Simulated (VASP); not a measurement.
Set up this calculation in VASP 6.6.1, as the native input.

```yaml
Task: single point
Functional: PBEsol
Potentials_or_basis: VASP PAW PBE potentials, release 64 (Rh_pv)
Cutoff: 520 eV
k_mesh: 11 × 11 × 11
Occupations: fermi-dirac, width 0.1 eV
Spin: no spin polarisation
Dipole_correction: no
Further_INCAR_settings: ALGO = Normal; EDIFF = 1e-07; NBANDS = 22
```

The structure of Rh lies in POSCAR:

```
Rh
1.0
    0.0000000000      2.7888345603      2.7888345603
    2.7888345603      0.0000000000      2.7888345603
    2.7888345603      2.7888345603      0.0000000000
Rh
2
Direct
    0.1250000000      0.1250000000      0.1250000000
    0.8750000000      0.8750000000      0.8750000000
```

This isn't the form of Rh at room conditions, which is fcc.

The input as run:

INCAR

```
SYSTEM = Rh
ALGO = Normal
EDIFF = 1E-7
ENCUT = 520
GGA = PS
ISIF = 2
ISMEAR = -1
LASPH = .TRUE.
LCHARG = .FALSE.
LREAL = .FALSE.
LWAVE = .FALSE.
NBANDS = 22
NELM = 100
PREC = Accurate
SIGMA = 0.1
```

KPOINTS

```
k-points
0
G
  11 11 11
  0 0 0
```

Potentials or basis: VASP PAW PBE potentials, release 64 (Rh_pv).

The run is started by

```bash
$ cat potpaw_PBE.64/Rh_pv/POTCAR > POTCAR
$ mpirun -np 1 vasp_std > vasp.out
```

It gave:

```yaml
Pressure: -9.4 GPa
Band_gap_on_the_k_mesh: zero (bands 15 and 16 overlap by 1.05 eV)
```

Caveat: the cell stands under tension; the PAW data sets were made with another functional, which shifts forces and pressure a little.

It took 71 s on 1 thread of Intel Xeon 8259CL (shared host), peak memory 0.19 GiB.
